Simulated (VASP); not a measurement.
Crystal: Au.

```xyz
1
Lattice="0.0000 2.0485 2.0485 2.0485 0.0000 2.0485 2.0485 2.0485 0.0000" Properties=species:S:1:pos:R:3 pbc="T T T"
Au    0.0000    0.0000    0.0000
```

Base run:

| Quantity | Value |
| --- | --- |
| Program | VASP 6.6.1 |
| Functional | SVWN5 |
| Potentials or basis | VASP PAW PBE potentials, release 64 (Au) |
| Cutoff | 520 eV |
| k mesh | 11 × 11 × 11 |
| Occupations | fermi-dirac, width 0.05 eV |
| Spin | no spin polarisation |

Its results: pressure -6.8 GPa.

The run is repeated on the same cell with these changes: functional from SVWN5 to r2SCAN. What comes out?

Pressure 3.5 GPa.

Caveats: the PAW data sets were made with another functional, which shifts forces and pressure a little.
